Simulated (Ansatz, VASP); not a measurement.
# Ba2HgW2: VASP beside Ansatz

```
CELL_PARAMETERS angstrom
-3.21931 3.06401 4.13507
3.21931 -3.06401 4.13507
3.21931 3.06401 -4.13507
ATOMIC_POSITIONS crystal
Ba 0.00000 0.00000 0.00000
Ba 0.50000 0.00000 0.50000
Hg 0.50000 0.50000 0.00000
W 0.87028 0.37028 0.50000
W 0.12972 0.62972 0.50000
```

Alike in both runs: functional PBE; k mesh 4 × 4 × 4; occupations gaussian, width 0.2 eV; no spin polarisation.

Ansatz relaxed the structure, and its values are those at the end. VASP's run is a single point on that final structure, the one shown.

```csv
,VASP,Ansatz
version,VASP 6.6.1,Ansatz 0.2.0
potentials or method,"VASP PAW PBE potentials, release 64 (Ba_sv, Hg, W_sv), cutoff 520 eV","scalar-relativistic, plane waves, PAW"
valence electrons in the cell,60,68
```

```csv
,VASP,Ansatz,Ansatz less VASP
gap on the k mesh at the Fermi level (eV),none,none,-
pressure (GPa),1.8,0.4,-1.34
rms of the force components (eV/Å),0.192,0.013,-0.1781
```

A gap of «none» marks a metal or a gap that the smearing closes. One of these differences is far larger than is usual between the two programs; its cause wasn't traced. The functional is the same, so the differences come from potentials, cutoffs and numerics. VASP's potentials hold 60 valence electrons a cell and Ansatz's 68, so a difference there can come from the potentials and not from the codes.

Spin-orbit coupling is off throughout.
